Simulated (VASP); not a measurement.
## TiSi2: single point with PBE

The system is TiSi2.

```
Ti Si
1.0
     0.12569    4.18192    4.32327
     2.45042    0.09972    4.29730
     2.44827    4.15380    0.09757
Ti Si
2 4
Direct
  0.75000 0.75000 0.75000
  0.50000 0.50000 0.50000
  0.08300 0.41700 0.08300
  0.41700 0.08300 0.41700
  0.16700 0.83300 0.16700
  0.83300 0.16700 0.83300
```

This cell differs from its parent crystal: equal xy, yz and zx shear strains of +3 %.

* Program: VASP 6.6.1
* Task: single point
* Functional: PBE
* Potentials or basis: VASP PAW PBE potentials, release 64 (Ti_sv, Si)
* Cutoff: 520 eV
* k mesh: 8 × 8 × 8
* Occupations: fermi-dirac, width 0.08 eV
* Spin: no spin polarisation

- Pressure: 2.7 GPa
- Largest force: 0.306 eV/Å
- Band gap on the k mesh: zero (bands 20 and 21 overlap by 1.83 eV)

Forces on the atoms (eV/Å):
```
Ti   0.186  0.190  0.142
Ti  -0.186 -0.190 -0.142
Si   0.072  0.295 -0.041
Si   0.095 -0.108  0.108
Si  -0.072 -0.295  0.041
Si  -0.095  0.108 -0.108
```

Stress tensor (GPa, compression positive):
```
 3.43 -3.88 -4.65
-3.88  2.05 -2.80
-4.65 -2.80  2.66
```

Levels at points of the mesh, in eV from the Fermi level:
| k point | band 17 | band 18 | band 19 | band 20 | band 21 | band 22 | band 23 | band 24 |
| --- | --- | --- | --- | --- | --- | --- | --- | --- |
| (0.00, 0.00, 0.00) | -2.31 | -1.88 | -1.70 | -1.47 | -0.93 | 2.00 | 3.09 | 3.19 |
| (0.50, 0.00, 0.00) | -2.05 | -1.02 | 0.00 | 0.29 | 1.07 | 1.39 | 2.01 | 2.39 |
| (0.00, 0.50, 0.00) | -1.94 | -0.95 | -0.10 | 0.08 | 1.08 | 1.34 | 1.50 | 2.19 |
| (0.50, 0.50, 0.00) | -1.72 | -1.50 | -1.10 | -0.99 | 0.78 | 0.83 | 3.10 | 3.11 |
| (0.00, 0.00, 0.50) | -1.89 | -1.18 | -0.19 | 0.10 | 1.11 | 1.44 | 1.63 | 2.29 |
| (0.50, 0.00, 0.50) | -2.34 | -2.32 | -0.90 | -0.80 | 1.24 | 1.27 | 3.13 | 3.19 |
| (0.00, 0.50, 0.50) | -1.23 | -1.21 | -0.63 | -0.63 | 0.87 | 0.98 | 2.20 | 2.31 |
| (0.50, 0.50, 0.50) | -2.10 | -1.18 | 0.02 | 0.08 | 0.87 | 1.24 | 1.87 | 2.00 |

Run time: 5.5 min on 1 thread of Intel(R) Xeon(R) 6975P-C (Granite Rapids), with other jobs on the host, peak memory 0.61 GiB.

Caveat: the cell differs from its parent crystal (equal xy, yz and zx shear strains of +3 %).
